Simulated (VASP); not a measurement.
Input of a VASP 6.6.1 run:

INCAR

```
SYSTEM = MgS
ALGO     = Normal         ! electronic algorithm
EDIFF    = 1E-6           ! SCF threshold, eV
ENCUT    = 520            ! plane-wave cutoff, eV
GGA      = PE             ! functional
ISIF     = 2              ! what is computed and relaxed
ISMEAR   = 0              ! smearing method
LASPH    = .True.         ! aspherical terms in the spheres
LCHARG   = .True.         ! write CHGCAR
LELF     = .True.         ! ELF
LREAL    = .False.        ! projectors in reciprocal space
LVHAR    = .True.       
LWAVE    = .False.        ! write WAVECAR
NBANDS   = 26             ! bands
NELM     = 60             ! most SCF steps
PREC     = Accurate       ! precision mode
SIGMA    = 0.02           ! smearing width, eV
```

The input KPOINTS:

```
k-points
0
Gamma
  9 9 2
  0 0 0
```

POSCAR

```
MgS
1.0
    4.0402343929      0.0000000000      0.0000000000
   -2.0201171964      3.4989456215      0.0000000000
    0.0000000000      0.0000000000     13.0802998172
Mg S
4 4
Direct
    0.0000000000      0.0000000000     -0.0002002611
    0.3333333333      0.6666666667      0.2488973844
    0.6666666667      0.3333333333      0.4997997389
    0.3333333333      0.6666666667      0.7488973844
    0.0000000000      0.0000000000      0.1882865607
    0.3333333333      0.6666666667      0.4380163160
    0.6666666667      0.3333333333      0.6882865607
    0.3333333333      0.6666666667      0.9380163160
```

Potentials or basis: VASP PAW PBE potentials, release 64 (Mg, S).

Command:

```sh
$ cat potpaw_PBE.64/Mg/POTCAR potpaw_PBE.64/S/POTCAR > POTCAR
$ mpirun -np 1 vasp_std > vasp.out
```

Q: Predict the pressure.

A: -0.1 GPa.

Q: What does it give for the band gap on the k mesh?

A: 3.37 eV, direct.

A k mesh can miss the band edges.
